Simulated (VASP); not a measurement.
# Zr2N (P4_2/mnm) in VASP: further runs

Runs on Zr2N. Level: r2SCAN. Tasks: single point, relaxation of cell and atoms.

All numbers are computed with VASP 6.6.1; they aren't measurements. Logs are shortened: lines on timing, memory, paths and dates and some standing lists are left out, and cuts for length are marked.

### 1 The cell of the first run

It takes space group P4_2/mnm (No. 136, tetragonal). Conventional cell: a = 5.417 Å, b = 5.417 Å, c = 3.300 Å, α = 90.00°, β = 90.00°, γ = 90.00°. Zr (site symmetry m2m) has 3 N at 2.27 Å within 3.0 Å. N (site symmetry mmm) has 6 Zr at 2.27 Å within 3.0 Å.

### 2 Single point, r2SCAN

POSCAR

```
Zr2N
1.0
    5.4170531085      0.0000000000      0.0000000000
    0.0000000000      5.4170531085      0.0000000000
    0.0000000000      0.0000000000      3.3004443110
Zr N
4 2
Direct
    0.2965720737      0.2965720737      0.0000000000
    0.7034279263      0.7034279263      0.0000000000
    0.7965720737      0.2034279263      0.5000000000
    0.2034279263      0.7965720737      0.5000000000
    0.0000000000      0.0000000000      0.0000000000
    0.5000000000      0.5000000000      0.5000000000
```

INCAR.step1

```
  PREC = Accurate
  ENCUT = 520
  ISMEAR = 0
  SIGMA = 0.1
  LREAL = False
  LASPH = True
  NELM = 60
  NBANDS = 38
  GGA = PE
  ALGO = Normal
  EDIFF = 1E-4
  LWAVE = True
  LCHARG = False
```

INCAR.step2

```
  PREC = Accurate
  ENCUT = 520
  EDIFF = 1E-6
  ISMEAR = 0
  SIGMA = 0.1
  LREAL = False
  LASPH = True
  NELM = 60
  ALGO = Normal
  ISIF = 2
  LWAVE = False
  LCHARG = False
  METAGGA = R2SCAN
  LMIXTAU = True
  NBANDS = 38
  ISTART = 1
```

KPOINTS

```
Automatic mesh
0
Gamma
  8 8 10
```

Potentials or basis: VASP PAW PBE potentials, release 64 (Zr_sv, N).

Launch:

```bash
> cat potpaw_PBE.64/Zr_sv/POTCAR potpaw_PBE.64/N/POTCAR > POTCAR
> cp INCAR.step1 INCAR
> mpirun -np 1 vasp_std > vasp.out
> cp INCAR.step2 INCAR
> mpirun -np 1 vasp_std > vasp.out
```

OUTCAR:

```text
PREC = Accurate
   ENCUT = 520
   EDIFF = 1E-6
   ISMEAR = 0
   LREAL = False
   LASPH = True
   NELM = 60
   ISIF = 2
   METAGGA = R2SCAN
   ISTART = 1

 ion  position               nearest neighbor table
   1  0.297  0.297  0.000-   6 2.27   6 2.27   5 2.27   2 3.12   4 3.21   3 3.21   4 3.21   3 3.21
                             4 3.21   4 3.21   3 3.21   3 3.21   2 3.90   2 3.90
   2  0.703  0.703  0.000-   6 2.27   6 2.27   5 2.27   1 3.12   4 3.21   3 3.21   4 3.21   3 3.21
                             3 3.21   3 3.21   4 3.21   4 3.21   1 3.90   1 3.90
   3  0.797  0.203  0.500-   5 2.27   5 2.27   6 2.27   4 3.12   1 3.21   1 3.21   2 3.21   2 3.21
                             2 3.21   2 3.21   1 3.21   1 3.21   4 3.90   4 3.90
   4  0.203  0.797  0.500-   5 2.27   5 2.27   6 2.27   3 3.12   1 3.21   1 3.21   2 3.21   2 3.21
                             1 3.21   1 3.21   2 3.21   2 3.21   3 3.90   3 3.90
   5  0.000  0.000  0.000-   3 2.27   4 2.27   3 2.27   4 2.27   1 2.27   2 2.27
   6  0.500  0.500  0.500-   1 2.27   2 2.27   1 2.27   2 2.27   3 2.27   4 2.27

  LATTYP: Found a simple tetragonal cell.
 ALAT       =     5.4170531085
 C/A-ratio  =     0.6092693287

  Lattice vectors:

 A1 = (   5.4170531085,   0.0000000000,   0.0000000000)
 A2 = (   0.0000000000,   5.4170531085,   0.0000000000)
 A3 = (   0.0000000000,   0.0000000000,   3.3004443110)

Analysis of symmetry for initial positions (statically):
=====================================================================
 Subroutine PRICEL returns:
 Original cell was already a primitive cell.

 Routine SETGRP: Setting up the symmetry group for a
 simple tetragonal supercell.

 Subroutine GETGRP returns: Found 16 space group operations
 (whereof  8 operations were pure point group operations)
 out of a pool of 16 trial point group operations.

The static configuration has the point symmetry D_2h.
 The point group associated with its full space group is D_4h.

Analysis of symmetry for dynamics (positions and initial velocities):
=====================================================================
 Subroutine PRICEL returns:
 Original cell was already a primitive cell.

 Routine SETGRP: Setting up the symmetry group for a
 simple tetragonal supercell.

 Subroutine GETGRP returns: Found 16 space group operations
 (whereof  8 operations were pure point group operations)
 out of a pool of 16 trial point group operations.

The dynamic configuration has the point symmetry D_2h.
 The point group associated with its full space group is D_4h.

 Subroutine INISYM returns: Found 16 space group operations
 (whereof  8 operations are pure point group operations),
 and found     1 'primitive' translations

----------------------------------------------------------------------------------------

                                     Primitive cell

  volume of cell :      96.8498

  direct lattice vectors                    reciprocal lattice vectors
     5.417053109  0.000000000  0.000000000     0.184602215  0.000000000  0.000000000
     0.000000000  5.417053109  0.000000000     0.000000000  0.184602215  0.000000000
     0.000000000  0.000000000  3.300444311     0.000000000  0.000000000  0.302989509

  length of vectors
     5.417053109  5.417053109  3.300444311     0.184602215  0.184602215  0.302989509

  position of ions in fractional coordinates (direct lattice)
     0.296572074  0.296572074  0.000000000
     0.703427926  0.703427926  0.000000000
     0.796572074  0.203427926  0.500000000
     0.203427926  0.796572074  0.500000000
     0.000000000  0.000000000  0.000000000
     0.500000000  0.500000000  0.500000000

  ion indices of the primitive-cell ions
   primitive index   ion index
                 1           1
                 2           2
                 3           3
                 4           4
                 5           5
                 6           6

----------------------------------------------------------------------------------------

 KPOINTS: Automatic mesh

Automatic generation of k-mesh.
 Grid dimensions read from file:
 generate k-points for:    8    8   10

 Generating k-lattice:

  Cartesian coordinates                     Fractional coordinates (reciprocal lattice)
     0.023075277  0.000000000  0.000000000     0.125000000  0.000000000  0.000000000
     0.000000000  0.023075277  0.000000000     0.000000000  0.125000000  0.000000000
     0.000000000  0.000000000  0.030298951     0.000000000  0.000000000  0.100000000

  Length of vectors
     0.023075277  0.023075277  0.030298951

  Shift w.r.t. Gamma in fractional coordinates (k-lattice)
     0.000000000  0.000000000  0.000000000

 Subroutine IBZKPT returns following result:
 ===========================================

 Found     90 irreducible k-points:

 Following reciprocal coordinates:
            Coordinates               Weight
  0.000000  0.000000  0.000000      1.000000
  0.125000  0.000000  0.000000      4.000000
  0.250000  0.000000  0.000000      4.000000
  0.375000  0.000000  0.000000      4.000000
  0.500000  0.000000  0.000000      2.000000
  0.125000  0.125000  0.000000      4.000000
[... 16 lines left out ...]
  0.375000  0.125000  0.100000     16.000000
  0.500000  0.125000  0.100000      8.000000
 [... further k-points ...]
   k-points           NKPTS =     90   k-points in BZ     NKDIM =     90   number of bands    NBANDS=     38
   number of dos      NEDOS =    301   number of ions     NIONS =      6
   total plane-waves  NPLWV =  44800
   dimension x,y,z NGX =    40 NGY =   40 NGZ =   28
   dimension x,y,z NGXF=    80 NGYF=   80 NGZF=   56
   ions per type =               4   2
   NGX,Y,Z   is equivalent  to a cutoff of  12.28, 12.28, 14.10 a.u.
   NGXF,Y,Z  is equivalent  to a cutoff of  24.55, 24.55, 28.21 a.u.
 SYSTEM =  unknown system
   PREC   = accura    normal or accurate (medium, high low for compatibility)
   ISTART =      1    job   : 0-new  1-cont  2-samecut
   ICHARG =      0    charge: 1-file 2-atom 10-const
   ISPIN  =      1    spin polarized calculation?
   LNONCOLLINEAR =      F non collinear calculations
   LSORBIT =      F    spin-orbit coupling
   LASPH  =      T    aspherical Exc in radial PAW
   ENCUT  =  520.0 eV  38.22 Ry    6.18 a.u.  10.07 10.07  6.14*2*pi/ulx,y,z
   NELM   =     60;   NELMIN=  2; NELMDL=  0     # of ELM steps
   EDIFF  = 0.1E-05   stopping-criterion for ELM
   LREAL  =      F    real-space projection
   EDIFFG = 0.1E-04   stopping-criterion for IOM
   NSW    =      0    number of steps for IOM
   IBRION =     -1    ionic relax: 0-MD 1-quasi-New 2-CG
   NFREE  =      0    steps in history (QN), initial steepest desc. (CG)
   ISIF   =      2    stress and relaxation
   ISYM   =      2    0-nonsym 1-usesym 2-fastsym
   POTIM  = 0.5000    time-step for ionic-motion
   TEBEG  =    0.0;   TEEND  =   0.0 temperature during run
   PSTRESS=    0.0 pullay stress
   NELECT =      58.0000    total number of electrons
   NUPDOWN=      -1.0000    fix difference up-down
   EMIN   =  10.00;   EMAX   =-10.00  energy-range for DOS
   EFERMI =   0.00;   METHOD = LEGACY
   ISMEAR =     0;   SIGMA  =   0.10  broadening in eV -4-tet -1-fermi 0-gaus
   EFERMI_NEDOS =   21; number of points for ismear=-14 and -15
   IALGO  =     38    algorithm
   IMIX   =      4    mixing-type and parameters
     AMIX     =   0.40;   BMIX     =  1.00
     AMIX_MAG =   1.60;   BMIX_MAG =  1.00
  volume/ion in A,a.u.               =      16.14       108.93
  Fermi-wavevector in a.u.,A,eV,Ry     =   1.379912  2.607655 25.907619  1.904156
  Thomas-Fermi vector in A             =   2.504837
   LORBIT       =      0    0 simple, 1 ext, 2 COOP (PROOUT), +10 PAW based schemes
   METAGGA = R2SCAN    functional components
   LHFCALC =     F    Hartree Fock is set to
   AEXX    =    0.0000 exact exchange contribution
   IVDW    =     0    specifies the selected vdW correction
   LEPSILON=     F    determine dielectric tensor
   LRPA    =     F    only Hartree local field effects (RPA)
 non-spin polarized calculation
 Gauss-broadening in eV      SIGMA  =   0.10
  energy-cutoff  :      520.00
  volume of cell :       96.85
 maximum number of plane-waves:      2634
   NGX = 21   NGY = 21   NGZ = 13

 number of electron      58.0000001 magnetization

 Free energy of the ion-electron system (eV)
  ---------------------------------------------------
  ext. energy  EPLUGINS =         0.00000000
  ---------------------------------------------------
  free energy    TOTEN  =      -117.74670682 eV

  energy without entropy =     -117.73620676  energy(sigma->0) =     -117.74145679

 E-fermi :   9.7703     XC(G=0): -12.5500

 val. band max:        9.7698845571   @ k =   0.1250   0.0000   0.2000
 cond. band min:       9.8187545799   @ k =   0.2500   0.2500   0.1000
 fundamental gap:      0.0488700228
 Fermi energy:         9.7702602309

 k-point     1 :       0.0000    0.0000    0.0000
  band No.  band energies     occupation
      1     -40.7091      2.00000
      2     -40.5632      2.00000
      3     -40.5632      2.00000
      4     -40.5034      2.00000
      5     -18.9378      2.00000
      6     -18.3429      2.00000
[... 30 lines left out ...]
     37      12.7685      0.00000
     38      12.7945      0.00000

 k-point     2 :       0.1250    0.0000    0.0000
  band No.  band energies     occupation
      1     -40.7040      2.00000
      2     -40.5697      2.00000
      3     -40.5605      2.00000
      4     -40.5048      2.00000
      5     -18.9104      2.00000
      6     -18.3339      2.00000
[... 30 lines left out ...]
     37      12.7770      0.00000
     38      13.1185      0.00000

 k-point     3 :       0.2500    0.0000    0.0000
  band No.  band energies     occupation
      1     -40.6893      2.00000
      2     -40.5873      2.00000
      3     -40.5531      2.00000
      4     -40.5096      2.00000
      5     -18.8337      2.00000
      6     -18.3566      2.00000
[... 30 lines left out ...]
     37      12.7526      0.00000
     38      13.5307      0.00000

 k-point     4 :       0.3750    0.0000    0.0000
  band No.  band energies     occupation
      1     -40.6671      2.00000
      2     -40.6122      2.00000
      3     -40.5422      2.00000
      4     -40.5183      2.00000
      5     -18.7224      2.00000
      6     -18.4691      2.00000
[... 30 lines left out ...]
     37      13.0908      0.00000
     38      13.5898      0.00000
[... 703 lines left out ...]
      4     -40.5121      2.00000
      5     -18.7824      2.00000
      6     -18.3350      2.00000
[... 30 lines left out ...]
     37      13.1284      0.00000
     38      13.9764      0.00000

 k-point    23 :       0.3750    0.1250    0.1000
  band No.  band energies     occupation
      1     -40.6559      2.00000
      2     -40.6044      2.00000
      3     -40.5442      2.00000
      4     -40.5208      2.00000
      5     -18.6764      2.00000
      6     -18.4369      2.00000
[... 30 lines left out ...]
     37      13.3401      0.00000
     38      13.9615      0.00000

 k-point    24 :       0.5000    0.1250    0.1000
  band No.  band energies     occupation
      1     -40.6306      2.00000
      2     -40.6306      2.00000
      3     -40.5321      2.00000
      4     -40.5321      2.00000
      5     -18.5556      2.00000
      6     -18.5556      2.00000
[... 30 lines left out ...]
     37      13.4670      0.00000
     38      13.4670      0.00000

 [... further k-points ...]
[... 5 lines left out ...]
  --------------------------------------------------------------------------------------
  -------------------------------------------------------------------------------------
  Total        0.0799096      0.0799096      0.0952718     -0.0000000      0.0000000      0.0000000
  in kB        1.3219381      1.3219381      1.5760723     -0.0000000      0.0000000      0.0000000
  external PRESSURE =       1.4066495 kB  Pullay stress =       0.0000000 kB

 VOLUME and BASIS-vectors are now :
 -----------------------------------------------------------------------------
  energy-cutoff  :      520.00
  volume of cell :       96.85
      direct lattice vectors                 reciprocal lattice vectors
     5.417053109  0.000000000  0.000000000     0.184602215  0.000000000  0.000000000
     0.000000000  5.417053109  0.000000000     0.000000000  0.184602215  0.000000000
     0.000000000  0.000000000  3.300444311     0.000000000  0.000000000  0.302989509

 POSITION                                       TOTAL-FORCE (eV/Angst)
 -----------------------------------------------------------------------------------
      1.60655      1.60655      0.00000        -0.003969     -0.003969      0.000000
      3.81051      3.81051      0.00000         0.003969      0.003969     -0.000000
      4.31507      1.10198      1.65022        -0.003969      0.003969     -0.000000
      1.10198      4.31507      1.65022         0.003969     -0.003969      0.000000
      0.00000      0.00000      0.00000        -0.000000      0.000000      0.000000
      2.70853      2.70853      1.65022        -0.000000      0.000000      0.000000
 -----------------------------------------------------------------------------------
    total drift:                               -0.000000      0.000000      0.000000

  FREE ENERGIE OF THE ION-ELECTRON SYSTEM (eV)
  ---------------------------------------------------
  free  energy   TOTEN  =      -117.7467068213 eV

  energy  without entropy=     -117.7362067553  energy(sigma->0) =     -117.74145679
```

Run time: 11 min. Hardware: 1 thread of Intel Xeon Platinum 8488C (Sapphire Rapids), shared host; peak memory 0.38 GiB.

Results:

```yaml
Free_energy: -117.7467 eV
Pressure: 0.1 GPa
Largest_force: 0.006 eV/Å
Band_gap_on_the_k_mesh: zero (band 29 reaches 11.24 eV, above the bottom of band 30 at 8.61 eV)
```

Forces on the atoms (eV/Å):
```
Zr  -0.004 -0.004  0.000
Zr   0.004  0.004  0.000
Zr  -0.004  0.004  0.000
Zr   0.004 -0.004  0.000
N    0.000  0.000  0.000
N    0.000  0.000  0.000
```

Caveat: the PAW data sets were made with another functional, which shifts forces and pressure a little.

### 3 Single point, r2SCAN

This run uses another cell than the first one, of 15.16 Å³/atom, 0.939 times its volume.

POSCAR

```
Zr2N
1.0
    4.8412796016      0.0000000000      0.0000000000
    0.0000000000      4.8412796016      0.0000000000
    0.0000000000      0.0000000000      3.8814657138
Zr N
4 2
Direct
    0.2903971948      0.2903971948      0.0000000000
    0.7096028052      0.7096028052      0.0000000000
    0.7903971948      0.2096028052      0.5000000000
    0.2096028052      0.7903971948      0.5000000000
    0.0000000000      0.0000000000      0.0000000000
    0.5000000000      0.5000000000      0.5000000000
```

INCAR.step1

```
ALGO = Normal
EDIFF = 1E-4
ENCUT = 520
GGA = PE
ISMEAR = 0
LASPH = T
LCHARG = F
LREAL = F
LWAVE = T
NBANDS = 38
NELM = 80
PREC = Accurate
SIGMA = 0.1
```

INCAR.step2

```
ALGO = Normal
EDIFF = 1E-7
ENCUT = 520
ISIF = 2
ISMEAR = 0
ISTART = 1
LASPH = T
LCHARG = T
LELF = T
LMIXTAU = T
LREAL = F
LVHAR = T
LWAVE = F
METAGGA = R2SCAN
NBANDS = 38
NELM = 80
PREC = Accurate
SIGMA = 0.1
```

KPOINTS

```
k-points
0
Gamma
  1 1 1
```

Potentials or basis: VASP PAW PBE potentials, release 64 (Zr_sv, N).

Launch:

```bash
> cat potpaw_PBE.64/Zr_sv/POTCAR potpaw_PBE.64/N/POTCAR > POTCAR
> cp INCAR.step1 INCAR
> mpirun -np 1 vasp_gam > vasp.out
> cp INCAR.step2 INCAR
> mpirun -np 1 vasp_gam > vasp.out
```

OUTCAR:

```text
EDIFF = 1E-7
   ENCUT = 520
   ISIF = 2
   ISMEAR = 0
   ISTART = 1
   LASPH = T
   LREAL = F
   METAGGA = R2SCAN
   NELM = 80
   PREC = Accurate

 ion  position               nearest neighbor table
   1  0.290  0.290  0.000-   5 1.99   6 2.41   6 2.41   2 2.87   4 3.13   3 3.13   4 3.13   3 3.13
                             4 3.13   4 3.13   3 3.13   3 3.13   2 3.47   2 3.47
   2  0.710  0.710  0.000-   5 1.99   6 2.41   6 2.41   1 2.87   4 3.13   3 3.13   4 3.13   3 3.13
                             3 3.13   3 3.13   4 3.13   4 3.13   1 3.47   1 3.47
   3  0.790  0.210  0.500-   6 1.99   5 2.41   5 2.41   4 2.87   1 3.13   1 3.13   2 3.13   2 3.13
                             2 3.13   2 3.13   1 3.13   1 3.13   4 3.47   4 3.47
[... 229 lines left out ...]
  Total        0.1721833      0.1721833      0.1096823     -0.0000000      0.0000000      0.0000000
  in kB        3.0323936      3.0323936      1.9316621     -0.0000000      0.0000000      0.0000000
  external PRESSURE =       2.6654831 kB  Pullay stress =       0.0000000 kB

 VOLUME and BASIS-vectors are now :
 -----------------------------------------------------------------------------
  energy-cutoff  :      520.00
  volume of cell :       90.97
      direct lattice vectors                 reciprocal lattice vectors
     4.841279602  0.000000000  0.000000000     0.206556961  0.000000000  0.000000000
     0.000000000  4.841279602  0.000000000     0.000000000  0.206556961  0.000000000
     0.000000000  0.000000000  3.881465714     0.000000000  0.000000000  0.257634634

 POSITION                                       TOTAL-FORCE (eV/Angst)
 -----------------------------------------------------------------------------------
      1.40589      1.40589      0.00000         0.029343      0.029343      0.000000
      3.43539      3.43539      0.00000        -0.029343     -0.029343     -0.000000
      3.82653      1.01475      1.94073         0.029343     -0.029343     -0.000000
      1.01475      3.82653      1.94073        -0.029343      0.029343      0.000000
      0.00000      0.00000      0.00000         0.000000     -0.000000     -0.000000
      2.42064      2.42064      1.94073         0.000000     -0.000000     -0.000000
 -----------------------------------------------------------------------------------
    total drift:                                0.000000      0.000000      0.000000

  FREE ENERGIE OF THE ION-ELECTRON SYSTEM (eV)
  ---------------------------------------------------
  free  energy   TOTEN  =      -116.6302253245 eV

  energy  without entropy=     -116.6302252030  energy(sigma->0) =     -116.63022526
```

OUTCAR.step1:

```text
EDIFF = 1E-4
   ENCUT = 520
   GGA = PE
   ISMEAR = 0
[... 258 lines left out ...]
      3.82653      1.01475      1.94073         0.027796     -0.027796     -0.000000
      1.01475      3.82653      1.94073        -0.027796      0.027796     -0.000000
      0.00000      0.00000      0.00000         0.000000     -0.000000     -0.000000
      2.42064      2.42064      1.94073         0.000000     -0.000000     -0.000000
 -----------------------------------------------------------------------------------
    total drift:                                0.000000      0.000000      0.000000

  FREE ENERGIE OF THE ION-ELECTRON SYSTEM (eV)
  ---------------------------------------------------
  free  energy   TOTEN  =       -57.1761499625 eV

  energy  without entropy=      -57.1760240980  energy(sigma->0) =      -57.17608703
```

Wall time 27 s (1 thread of AMD EPYC 9R45 (Zen 5), shared host); peak memory 0.16 GiB.

Results:

```yaml
Free_energy: -116.6302 eV
Pressure: 0.3 GPa
Largest_force: 0.041 eV/Å
Band_gap_on_the_k_mesh: 0.75 eV
```

Forces on the atoms (eV/Å):
```
Zr   0.029  0.029  0.000
Zr  -0.029 -0.029  0.000
Zr   0.029 -0.029  0.000
Zr  -0.029  0.029  0.000
N    0.000  0.000  0.000
N    0.000  0.000  0.000
```

Caveat: the k points lie up to 1.62 Å⁻¹ apart; the PAW data sets were made with another functional, which shifts forces and pressure a little. A k mesh can miss the band edges.

(Part 1 of 3 ends here.)
